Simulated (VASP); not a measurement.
# CdTe (I-4m2) in VASP: notebook

Runs on CdTe. Level: PBE. Tasks: single point.

Program: VASP 6.6.1. These are calculated values, not measurements. Logs are shortened: lines on timing, memory, paths and dates and some standing lists are left out, and cuts for length are marked.

**1. The cell of the first run**

Symmetry: I-4m2, No. 119, tetragonal system. Conventional cell: a = 4.403 Å, b = 4.403 Å, c = 7.473 Å, α = 90.00°, β = 90.00°, γ = 90.00°. Cd (site symmetry -4m2) has 4 Te at 2.89 Å within 3.8 Å. Within 3.8 Å of Te (site symmetry -4m2) lie 4 Cd at 2.89 Å.

**2. Single point, PBE**

INCAR reads:

```
  PREC = Accurate
  ENCUT = 520
  EDIFF = 1E-7
  ISMEAR = 0
  SIGMA = 0.05
  LREAL = False
  LASPH = True
  NELM = 100
  ALGO = Normal
  ISIF = 2
  LWAVE = False
  LCHARG = True
  GGA = PE
  LELF = True
  LVHAR = True
  NBANDS = 16
```

KPOINTS reads:

```
regular mesh
0
Gamma
  10 10 10
```

POSCAR reads:

```
CdTe
1.0
    0.0000000000      3.1135933835      3.7363120602
    3.1135933835      0.0000000000      3.7363120602
    3.1135933835      3.1135933835      0.0000000000
Cd Te
1 1
Direct
    0.0000000000      0.0000000000      0.0000000000
    0.7500000000      0.7500000000      0.7500000000
```

Potentials or basis: VASP PAW PBE potentials, release 64 (Cd, Te).

Command:

```
$ cat potpaw_PBE.64/Cd/POTCAR potpaw_PBE.64/Te/POTCAR > POTCAR
$ mpirun -np 1 vasp_std > vasp.out
```

OUTCAR:

```text
PREC = Accurate
   ENCUT = 520
   EDIFF = 1E-7
   ISMEAR = 0
   LREAL = False
   LASPH = True
   NELM = 100
   ISIF = 2
   GGA = PE

 ion  position               nearest neighbor table
   1  0.000  0.000  0.000-   2 2.89   2 2.89   2 2.89   2 2.89
   2  0.750  0.750  0.750-   1 2.89   1 2.89   1 2.89   1 2.89

  LATTYP: Found a body centered tetragonal cell.
 ALAT       =     4.4032859907
 C/A-ratio  =     1.6970562748

  Lattice vectors:

 A1 = (  -3.1135933835,   0.0000000000,   3.7363120602)
 A2 = (   3.1135933835,   0.0000000000,   3.7363120602)
 A3 = (   0.0000000000,   3.1135933835,  -3.7363120602)

Analysis of symmetry for initial positions (statically):
=====================================================================
 Subroutine PRICEL returns:
 Original cell was already a primitive cell.

 Routine SETGRP: Setting up the symmetry group for a
 body centered tetragonal supercell.

 Subroutine GETGRP returns: Found  8 space group operations
 (whereof  8 operations were pure point group operations)
 out of a pool of 16 trial point group operations.

The static configuration has the point symmetry D_2d.

Analysis of symmetry for dynamics (positions and initial velocities):
=====================================================================
 Subroutine PRICEL returns:
 Original cell was already a primitive cell.

 Routine SETGRP: Setting up the symmetry group for a
 body centered tetragonal supercell.

 Subroutine GETGRP returns: Found  8 space group operations
 (whereof  8 operations were pure point group operations)
 out of a pool of 16 trial point group operations.

The dynamic configuration has the point symmetry D_2d.

 Subroutine INISYM returns: Found  8 space group operations
 (whereof  8 operations are pure point group operations),
 and found     1 'primitive' translations

----------------------------------------------------------------------------------------

                                     Primitive cell

  volume of cell :      72.4431

  direct lattice vectors                    reciprocal lattice vectors
     0.000000000  3.113593384  3.736312060    -0.160586158  0.160586158  0.133821799
     3.113593384  0.000000000  3.736312060     0.160586158 -0.160586158  0.133821799
     3.113593384  3.113593384  0.000000000     0.160586158  0.160586158 -0.133821799

  length of vectors
     4.863588343  4.863588343  4.403285991     0.263598373  0.263598373  0.263598373

  position of ions in fractional coordinates (direct lattice)
     0.000000000  0.000000000  0.000000000
     0.750000000  0.750000000  0.750000000

  ion indices of the primitive-cell ions
   primitive index   ion index
                 1           1
                 2           2

----------------------------------------------------------------------------------------

 KPOINTS: regular mesh

Automatic generation of k-mesh.
 Grid dimensions read from file:
 generate k-points for:   10   10   10

 Generating k-lattice:

  Cartesian coordinates                     Fractional coordinates (reciprocal lattice)
    -0.016058616  0.016058616  0.013382180     0.100000000 -0.000000000  0.000000000
     0.016058616 -0.016058616  0.013382180    -0.000000000  0.100000000  0.000000000
     0.016058616  0.016058616 -0.013382180     0.000000000  0.000000000  0.100000000

  Length of vectors
     0.026359837  0.026359837  0.026359837

  Shift w.r.t. Gamma in fractional coordinates (k-lattice)
     0.000000000  0.000000000  0.000000000

 Subroutine IBZKPT returns following result:
 ===========================================

 Found    102 irreducible k-points:

 Following reciprocal coordinates:
            Coordinates               Weight
  0.000000  0.000000  0.000000      1.000000
  0.100000 -0.000000  0.000000      8.000000
  0.200000 -0.000000  0.000000      8.000000
  0.300000  0.000000  0.000000      8.000000
  0.400000  0.000000  0.000000      8.000000
  0.500000  0.000000  0.000000      4.000000
[... 16 lines left out ...]
  0.300000  0.300000  0.000000      2.000000
  0.400000  0.300000  0.000000      8.000000
 [... further k-points ...]
   k-points           NKPTS =    102   k-points in BZ     NKDIM =    102   number of bands    NBANDS=     16
   number of dos      NEDOS =    301   number of ions     NIONS =      2
   total plane-waves  NPLWV =  46656
   dimension x,y,z NGX =    36 NGY =   36 NGZ =   36
   dimension x,y,z NGXF=    72 NGYF=   72 NGZF=   72
   ions per type =               1   1
   NGX,Y,Z   is equivalent  to a cutoff of  12.31, 12.31, 13.59 a.u.
   NGXF,Y,Z  is equivalent  to a cutoff of  24.61, 24.61, 27.18 a.u.
 SYSTEM =  unknown system
   PREC   = accura    normal or accurate (medium, high low for compatibility)
   ISTART =      0    job   : 0-new  1-cont  2-samecut
   ICHARG =      2    charge: 1-file 2-atom 10-const
   ISPIN  =      1    spin polarized calculation?
   LNONCOLLINEAR =      F non collinear calculations
   LSORBIT =      F    spin-orbit coupling
   LASPH  =      T    aspherical Exc in radial PAW
   ENCUT  =  520.0 eV  38.22 Ry    6.18 a.u.   9.04  9.04  8.19*2*pi/ulx,y,z
   NELM   =    100;   NELMIN=  2; NELMDL= -5     # of ELM steps
   EDIFF  = 0.1E-06   stopping-criterion for ELM
   LREAL  =      F    real-space projection
   EDIFFG = 0.1E-05   stopping-criterion for IOM
   NSW    =      0    number of steps for IOM
   IBRION =     -1    ionic relax: 0-MD 1-quasi-New 2-CG
   NFREE  =      0    steps in history (QN), initial steepest desc. (CG)
   ISIF   =      2    stress and relaxation
   ISYM   =      2    0-nonsym 1-usesym 2-fastsym
   POTIM  = 0.5000    time-step for ionic-motion
   TEBEG  =    0.0;   TEEND  =   0.0 temperature during run
   PSTRESS=    0.0 pullay stress
   NELECT =      18.0000    total number of electrons
   NUPDOWN=      -1.0000    fix difference up-down
   EMIN   =  10.00;   EMAX   =-10.00  energy-range for DOS
   EFERMI =   0.00;   METHOD = LEGACY
   ISMEAR =     0;   SIGMA  =   0.05  broadening in eV -4-tet -1-fermi 0-gaus
   EFERMI_NEDOS =   21; number of points for ismear=-14 and -15
   IALGO  =     38    algorithm
   IMIX   =      4    mixing-type and parameters
     AMIX     =   0.40;   BMIX     =  1.00
     AMIX_MAG =   1.60;   BMIX_MAG =  1.00
  volume/ion in A,a.u.               =      36.22       244.44
  Fermi-wavevector in a.u.,A,eV,Ry     =   1.029201  1.944907 14.412023  1.059254
  Thomas-Fermi vector in A             =   2.163236
   LORBIT       =      0    0 simple, 1 ext, 2 COOP (PROOUT), +10 PAW based schemes
   GGA     = PE    functional components
   LHFCALC =     F    Hartree Fock is set to
   AEXX    =    0.0000 exact exchange contribution
   IVDW    =     0    specifies the selected vdW correction
   LEPSILON=     F    determine dielectric tensor
   LRPA    =     F    only Hartree local field effects (RPA)
 non-spin polarized calculation
 Gauss-broadening in eV      SIGMA  =   0.05
  energy-cutoff  :      520.00
  volume of cell :       72.44
 maximum number of plane-waves:      1982
   NGX = 19   NGY = 19   NGZ = 17

 number of electron      18.0000004 magnetization

 Free energy of the ion-electron system (eV)
  ---------------------------------------------------
  ext. energy  EPLUGINS =         0.00000000
  ---------------------------------------------------
  free energy    TOTEN  =        -4.71092004 eV

  energy without entropy =       -4.71091671  energy(sigma->0) =       -4.71091838

 E-fermi :   2.1227     XC(G=0):  -8.3402

 val. band max:        2.0279747811   @ k =   0.0000   0.0000   0.0000
 cond. band min:       2.2077103061   @ k =   0.0000   0.0000   0.0000
 fundamental gap:      0.1797355250
 Fermi energy:         2.1226952404

 k-point     1 :       0.0000    0.0000    0.0000
  band No.  band energies     occupation
      1      -8.9910      2.00000
      2      -6.3214      2.00000
      3      -6.2670      2.00000
      4      -6.2670      2.00000
      5      -6.0872      2.00000
      6      -6.0835      2.00000
[... 8 lines left out ...]
     15       9.8453      0.00000
     16      10.4614      0.00000

 k-point     2 :       0.1000   -0.0000    0.0000
  band No.  band energies     occupation
      1      -8.9561      2.00000
      2      -6.3102      2.00000
      3      -6.2616      2.00000
      4      -6.2514      2.00000
      5      -6.0855      2.00000
      6      -6.0833      2.00000
[... 8 lines left out ...]
     15       9.9801      0.00000
     16      11.1240      0.00000

 k-point     3 :       0.2000   -0.0000    0.0000
  band No.  band energies     occupation
      1      -8.8642      2.00000
      2      -6.2889      2.00000
      3      -6.2477      2.00000
      4      -6.1947      2.00000
      5      -6.0904      2.00000
      6      -6.0663      2.00000
[... 8 lines left out ...]
     15      10.6334      0.00000
     16      10.8641      0.00000

 k-point     4 :       0.3000    0.0000    0.0000
  band No.  band energies     occupation
      1      -8.7506      2.00000
      2      -6.2722      2.00000
      3      -6.2317      2.00000
      4      -6.1189      2.00000
      5      -6.0952      2.00000
      6      -6.0021      2.00000
[... 8 lines left out ...]
     15      10.6740      0.00000
     16      10.9371      0.00000

 k-point     5 :       0.4000    0.0000    0.0000
  band No.  band energies     occupation
      1      -8.6595      2.00000
      2      -6.2626      2.00000
      3      -6.2201      2.00000
      4      -6.0977      2.00000
      5      -6.0847      2.00000
      6      -5.8701      2.00000
[... 8 lines left out ...]
     15      11.0863      0.00000
     16      11.7697      0.00000

 k-point     6 :       0.5000    0.0000    0.0000
  band No.  band energies     occupation
      1      -8.6252      2.00000
      2      -6.2597      2.00000
      3      -6.2161      2.00000
      4      -6.0982      2.00000
      5      -6.0754      2.00000
      6      -5.7978      2.00000
[... 8 lines left out ...]
     15      11.6246      0.00000
     16      11.6968      0.00000

 k-point     7 :       0.1000    0.1000    0.0000
  band No.  band energies     occupation
      1      -8.9542      2.00000
      2      -6.2970      2.00000
      3      -6.2570      2.00000
      4      -6.2570      2.00000
      5      -6.0914      2.00000
      6      -6.0825      2.00000
[... 8 lines left out ...]
     15       9.7381      0.00000
     16      11.5992      0.00000

 k-point     8 :       0.2000    0.1000    0.0000
  band No.  band energies     occupation
      1      -8.8891      2.00000
      2      -6.2753      2.00000
      3      -6.2437      2.00000
      4      -6.2164      2.00000
      5      -6.0906      2.00000
      6      -6.0836      2.00000
[... 8 lines left out ...]
     15      10.5080      0.00000
     16      11.7753      0.00000

 k-point     9 :       0.3000    0.1000    0.0000
  band No.  band energies     occupation
      1      -8.7856      2.00000
      2      -6.2644      2.00000
      3      -6.2273      2.00000
      4      -6.1248      2.00000
      5      -6.0874      2.00000
      6      -6.0635      2.00000
[... 8 lines left out ...]
     15      11.0538      0.00000
     16      11.3246      0.00000
[... 172 lines left out ...]
 k-point    19 :       0.5000    0.2000    0.0000
  band No.  band energies     occupation
      1      -8.6175      2.00000
      2      -6.2362      2.00000
      3      -6.1949      2.00000
      4      -6.0915      2.00000
      5      -6.0894      2.00000
      6      -5.8190      2.00000
[... 8 lines left out ...]
     15      11.5837      0.00000
     16      12.0301      0.00000

 k-point    20 :      -0.4000    0.2000    0.0000
  band No.  band energies     occupation
      1      -8.5941      2.00000
      2      -6.2393      2.00000
      3      -6.1986      2.00000
      4      -6.0991      2.00000
      5      -6.0874      2.00000
      6      -5.7540      2.00000
[... 8 lines left out ...]
     15      11.1254      0.00000
     16      11.6778      0.00000

 k-point    21 :      -0.3000    0.2000    0.0000
  band No.  band energies     occupation
      1      -8.6248      2.00000
      2      -6.2453      2.00000
      3      -6.2102      2.00000
      4      -6.1043      2.00000
      5      -6.1011      2.00000
      6      -5.8143      2.00000
[... 8 lines left out ...]
     15      10.9082      0.00000
     16      12.0688      0.00000

 k-point    22 :      -0.2000    0.2000    0.0000
  band No.  band energies     occupation
      1      -8.6997      2.00000
      2      -6.2581      2.00000
      3      -6.2265      2.00000
      4      -6.1292      2.00000
      5      -6.1038      2.00000
      6      -5.9280      2.00000
[... 8 lines left out ...]
     15      10.7985      0.00000
     16      11.2148      0.00000

 k-point    23 :       0.3000    0.3000    0.0000
  band No.  band energies     occupation
      1      -8.7330      2.00000
      2      -6.1967      2.00000
      3      -6.1967      2.00000
      4      -6.1160      2.00000
      5      -6.0873      2.00000
      6      -6.0771      2.00000
[... 8 lines left out ...]
     15      12.1621      0.00000
     16      12.7868      0.00000

 k-point    24 :       0.4000    0.3000    0.0000
  band No.  band energies     occupation
      1      -8.6671      2.00000
      2      -6.1959      2.00000
      3      -6.1827      2.00000
      4      -6.1155      2.00000
      5      -6.0782      2.00000
      6      -5.9750      2.00000
[... 8 lines left out ...]
     15      12.5689      0.00000
     16      12.6740      0.00000

 [... further k-points ...]
[... 5 lines left out ...]
  --------------------------------------------------------------------------------------
  -------------------------------------------------------------------------------------
  Total        0.4920499      0.4920499     -1.3558875      0.0000000     -0.0000000      0.0000000
  in kB       10.8823532     10.8823532    -29.9872956      0.0000000     -0.0000000      0.0000000
  external PRESSURE =      -2.7408630 kB  Pullay stress =       0.0000000 kB

 VOLUME and BASIS-vectors are now :
 -----------------------------------------------------------------------------
  energy-cutoff  :      520.00
  volume of cell :       72.44
      direct lattice vectors                 reciprocal lattice vectors
     0.000000000  3.113593384  3.736312060    -0.160586158  0.160586158  0.133821799
     3.113593384  0.000000000  3.736312060     0.160586158 -0.160586158  0.133821799
     3.113593384  3.113593384  0.000000000     0.160586158  0.160586158 -0.133821799

 POSITION                                       TOTAL-FORCE (eV/Angst)
 -----------------------------------------------------------------------------------
      0.00000      0.00000      0.00000         0.000000      0.000000     -0.000000
      4.67039      4.67039      5.60447        -0.000000     -0.000000      0.000000
 -----------------------------------------------------------------------------------
    total drift:                                0.000000      0.000000      0.000001

  FREE ENERGIE OF THE ION-ELECTRON SYSTEM (eV)
  ---------------------------------------------------
  free  energy   TOTEN  =        -4.7109200394 eV

  energy  without entropy=       -4.7109167128  energy(sigma->0) =       -4.71091838
```

Run time: 2.8 min. Hardware: 1 thread of Intel Xeon 8259CL, shared host; peak memory 0.29 GiB.

What came out:

| Property | Result |
| --- | --- |
| Free energy | -4.7109 eV |
| Pressure | -0.3 GPa |
| Band gap on the k mesh | 0.18 eV |

Stress tensor (GPa, compression positive):
```
 1.09  0.00  0.00
 0.00  1.09  0.00
 0.00  0.00 -3.00
```

Levels at points of the mesh, in eV from the valence-band top:
| k point | band 6 | band 7 | band 8 | band 9 | band 10 | band 11 | band 12 | band 13 |
| --- | --- | --- | --- | --- | --- | --- | --- | --- |
| (0.00, 0.00, 0.00) | -8.11 | -0.76 | 0.00 | 0.00 | 0.18 | 4.54 | 4.54 | 4.62 |
| (0.50, 0.00, 0.00) | -7.83 | -4.24 | -1.34 | -0.43 | 1.27 | 4.85 | 5.54 | 6.81 |
| (0.50, 0.50, 0.00) | -7.88 | -4.71 | -1.32 | -1.32 | 3.03 | 3.29 | 7.34 | 8.50 |
| (0.50, 0.00, 0.50) | -7.64 | -3.89 | -2.15 | -1.92 | 2.03 | 2.32 | 7.45 | 8.05 |

Caveat: semilocal functionals underestimate gaps, and a narrow one can read as zero; spin-orbit coupling is left out, which moves the levels of the heavy elements.

**3. Single point, PBE**

This run uses another cell than the first one, of the same volume but with other edges.

INCAR reads:

```
PREC = Accurate
ENCUT = 520
EDIFF = 1E-7
ISMEAR = 0
SIGMA = 0.05
LREAL = False
LASPH = True
NELM = 60
ALGO = Normal
ISIF = 2
LWAVE = False
LCHARG = True
GGA = PE
LELF = True
LVHAR = True
NBANDS = 16
```

KPOINTS is that of step 2.

POSCAR reads:

```
CdTe
1.0
    0.0000000000      3.5943810021      2.8036171816
    3.5943810021      0.0000000000      2.8036171816
    3.5943810021      3.5943810021      0.0000000000
Cd Te
1 1
Direct
    0.0000000000      0.0000000000      0.0000000000
    0.7500000000      0.7500000000      0.7500000000
```

Potentials or basis: VASP PAW PBE potentials, release 64 (Cd, Te).

Command:

```
$ cat potpaw_PBE.64/Cd/POTCAR potpaw_PBE.64/Te/POTCAR > POTCAR
$ mpirun -np 1 vasp_std > vasp.out
```

Wall time 3.1 min (1 thread of Intel Xeon 8259CL, shared host); peak memory 0.3 GiB.

The run converged. Its results:

```
Free energy            : -4.6989 eV
Pressure               : -0.7 GPa
Band gap on the k mesh : 0.11 eV
```

Stress tensor (GPa, compression positive):
```
-1.64  0.00  0.00
 0.00 -1.64  0.00
 0.00  0.00  1.03
```

Levels at points of the mesh, in eV from the valence-band top:
| k point | band 5 | band 6 | band 7 | band 8 | band 9 | band 10 | band 11 | band 12 | band 13 | band 14 |
| --- | --- | --- | --- | --- | --- | --- | --- | --- | --- | --- |
| (0.00, 0.00, 0.00) | -8.16 | -8.14 | -0.49 | -0.49 | 0.00 | 0.11 | 4.60 | 4.71 | 4.71 | 7.17 |
| (0.50, 0.00, 0.00) | -8.12 | -7.88 | -4.22 | -1.38 | -0.56 | 1.16 | 4.36 | 5.78 | 6.96 | 7.95 |
| (0.50, 0.50, 0.00) | -8.11 | -7.55 | -3.42 | -2.46 | -2.46 | 1.23 | 2.18 | 8.47 | 8.47 | 8.99 |
| (0.50, 0.00, 0.50) | -8.16 | -7.88 | -4.51 | -1.58 | -1.29 | 2.77 | 3.08 | 7.14 | 7.30 | 7.79 |

Caveat: semilocal functionals underestimate gaps, and a narrow one can read as zero; spin-orbit coupling is left out, which moves the levels of the heavy elements.

**4. Single point, PBE**

This run uses another cell than the first one, of the same volume but with other edges.

INCAR reads:

```
SYSTEM = CdTe
PREC = Accurate
ENCUT = 520
EDIFF = 1E-6
ISMEAR = 0
SIGMA = 0.05
LREAL = .FALSE.
LASPH = .TRUE.
NELM = 100
ALGO = Normal
ISIF = 2
LWAVE = .FALSE.
LCHARG = .TRUE.
GGA = PE
LELF = .TRUE.
LVHAR = .TRUE.
NBANDS = 16
```

KPOINTS reads:

```
regular mesh
0
G
  10 10 10
  0 0 0
```

POSCAR reads:

```
CdTe
1.0
    0.0000000000      3.0316183487      3.9411038533
    3.0316183487      0.0000000000      3.9411038533
    3.0316183487      3.0316183487      0.0000000000
Cd Te
1 1
Direct
    0.0000000000      0.0000000000      0.0000000000
    0.7500000000      0.7500000000      0.7500000000
```

Command:

```
$ cat potpaw_PBE.64/Cd/POTCAR potpaw_PBE.64/Te/POTCAR > POTCAR
$ mpirun -np 1 vasp_std > vasp.out
```

Run time: 2.8 min. Hardware: 1 thread of Intel Xeon 8259CL, shared host; peak memory 0.3 GiB.

The run converged. Its results:

| Quantity | Value |
| --- | --- |
| Free energy | -4.5832 eV |
| Pressure | -0.6 GPa |
| Band gap on the k mesh | zero (filled and empty bands touch) |

Stress tensor (GPa, compression positive):
```
 1.59  0.00  0.00
 0.00  1.59  0.00
 0.00  0.00 -4.98
```

Levels at points of the mesh, in eV from the Fermi level:
```csv
k point,band 6,band 7,band 8,band 9,band 10,band 11,band 12,band 13
"(0.00, 0.00, 0.00)",-8.30,-1.24,-0.21,-0.04,-0.04,4.52,4.52,4.63
"(0.50, 0.00, 0.00)",-8.03,-4.34,-1.69,-0.33,0.85,4.82,5.67,6.49
"(0.50, 0.50, 0.00)",-8.16,-5.03,-1.19,-1.19,3.13,3.45,6.74,8.23
"(0.50, 0.00, 0.50)",-7.82,-3.87,-2.37,-2.06,1.69,2.08,6.67,7.28
```

Caveat: the stress differs along the axes, from -5 to 2 GPa; semilocal functionals underestimate gaps, and a narrow one can read as zero; spin-orbit coupling is left out, which moves the levels of the heavy elements.

[end of part 1 of 2]

The gap in the log of VASP goes by the Fermi energy; the results here count the filled bands.